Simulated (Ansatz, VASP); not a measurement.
## LuH2: VASP beside Ansatz

```
Lu H
1.0
     0.00000    2.47913    2.47913
     2.47913    0.00000    2.47913
     2.47913    2.47913    0.00000
Lu H
1 2
Direct
  0.00000 0.00000 0.00000
  0.25000 0.25000 0.25000
  0.75000 0.75000 0.75000
```

Alike in both runs: functional PBEsol; k mesh 12 × 12 × 12; occupations fermi-dirac, width 0.05 eV; no spin polarisation.

Ansatz relaxed the structure, and its values are those at the end. VASP's run is a single point on that final structure, the one shown.

|  | VASP | Ansatz |
| --- | --- | --- |
| version | VASP 6.6.1 | Ansatz 0.2.0 |
| potentials or method | VASP PAW PBE potentials, release 64 (Lu, H) | PAW with Ansatz's default frozen-core files, scalar-relativistic |
| plane-wave cutoff (eV) | 520 | 420 |
| valence electrons in the cell | 27 | 27 |

```tsv
	VASP	Ansatz	Ansatz less VASP
pressure (GPa)	0.3	0.0	-0.37
```

VASP's potentials were made for PBE, not for PBEsol.

Spin-orbit coupling is off throughout.
